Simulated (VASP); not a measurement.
Write the native input for VASP 6.6.1 that does the following.

- Task: single point
- Functional: PBEsol
- Potentials or basis: VASP PAW PBE potentials, release 64 (Cr_pv)
- Cutoff: 520 eV
- k mesh: 18 × 18 × 10
- Occupations: gaussian, width 0.1 eV
- Spin: no spin polarisation
- Dipole correction: no
- Further INCAR settings: ALGO = Normal; EDIFF = 1e-07; NBANDS = 19

The structure of Cr lies in POSCAR:

```
Cr
1.0
    2.4776743161      0.0000000000      0.0000000000
   -1.2388371581      2.1457289000      0.0000000000
    0.0000000000      0.0000000000      4.4494007062
Cr
2
Direct
    0.3333333333      0.6666666667      0.2500000000
    0.6666666667      0.3333333333      0.7500000000
```

This isn't the form of Cr at room conditions, which is bcc.

The input as run:

INCAR

```
ALGO = Normal ; EDIFF = 1E-7
ENCUT = 520 ; GGA = PS
ISIF = 2 ; ISMEAR = 0
LASPH = True ; LCHARG = False
LREAL = False ; LWAVE = False
NBANDS = 19 ; NELM = 60
PREC = Accurate ; SIGMA = 0.1
```

KPOINTS

```
k-points
0
Gamma
  18 18 10
```

Potentials or basis: VASP PAW PBE potentials, release 64 (Cr_pv).

Command:

```bash
$ cat potpaw_PBE.64/Cr_pv/POTCAR > POTCAR
$ mpirun -np 1 vasp_std > vasp.out
```

Results of the run:

```
Pressure               : -7.6 GPa
Band gap on the k mesh : zero (bands 12 and 13 overlap by 1.28 eV)
```

Caveat: the cell stands under tension; the PAW data sets were made with another functional, which shifts forces and pressure a little; the run has no spin polarisation, though such a crystal can be magnetic.

It took 2.3 min on 1 thread of Intel Xeon 8259CL, on a shared host, peak memory 0.2 GiB.
